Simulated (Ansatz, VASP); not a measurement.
F: VASP beside Ansatz

The input INCAR:

```
SYSTEM = F
ALGO = Normal ; EDIFF = 1E-7
ENCUT = 520 ; GGA = PE
ISIF = 2 ; ISMEAR = 0
IVDW = 12 ; LASPH = .True.
LCHARG = .False. ; LREAL = .False.
LWAVE = .False. ; NBANDS = 22
NELM = 100 ; PREC = Accurate
SIGMA = 0.05
```

The input KPOINTS:

```
k-points
0
Gamma
  8 8 4
  0 0 0
```

File POSCAR:

```
F
1.0
    2.6980148105     -1.8579028261      0.2847294196
    2.6980148105      1.8579028261      0.2847294196
   -0.8573297451      0.0000000000      6.9991875603
F
4
Direct
    0.9138648456      0.5855481450      0.0939279973
    0.4144518550      0.0861351544      0.4060720027
    0.0861351544      0.4144518550      0.9060720027
    0.5855481450      0.9138648456      0.5939279973
```

Input for Ansatz:

```yaml
crystal:
  lattice:
    - [2.6980148105, -1.8579028261, 0.2847294196]
    - [2.6980148105, 1.8579028261, 0.2847294196]
    - [-0.8573297451, 0.0, 6.9991875603]
  atoms:
    - { symbol: F, position: [0.9138648456, 0.585548145, 0.0939279973] }
    - { symbol: F, position: [0.414451855, 0.0861351544, 0.4060720027] }
    - { symbol: F, position: [0.0861351544, 0.414451855, 0.9060720027] }
    - { symbol: F, position: [0.585548145, 0.9138648456, 0.5939279973] }
basis:
  ecutwfc: 520.0
kpoints:
  mp_grid: { grid: [8, 8, 4] }
hamiltonian:
  xc: pbe
  dispersion: d3bj
scf:
  occupations: { method: gaussian, width: 0.05 }
output:
  forces: true
  stress: true
  eigenvalues: true
```

Change from the starting cell: volume 17.769 Å^3 an atom, stretch along a over the lengths across it, relative to the relaxed cell 0.9230.

Alike in both runs: task single point; functional PBE; dispersion D3(BJ); k mesh 8 × 8 × 4; occupations gaussian, width 0.05 eV; no spin polarisation.

```csv
,VASP,Ansatz
version,VASP 6.6.1,Ansatz 0.2.0
potentials or method,"VASP PAW PBE potentials, release 64 (F), cutoff 520 eV","scalar-relativistic, plane waves, PAW"
valence electrons in the cell,28,28
```

Ansatz gave:

* gap on the k mesh at the Fermi level (eV): 2.48
* least direct gap on the mesh (eV): 2.48
* pressure (GPa): -3.6
* traceless stress, the component that is largest in VASP (GPa): -5.04
* rms of the force components (eV/Å): 0.886

Task: Which values does VASP return?

Result: gap on the k mesh at the Fermi level (eV): 2.42; least direct gap on the mesh (eV): 2.42; pressure (GPa): -3.4; traceless stress, the component that is largest in VASP (GPa): -4.13; rms of the force components (eV/Å): 0.722.

Atom by atom the forces differ by 0.164 eV/Å (rms over components).
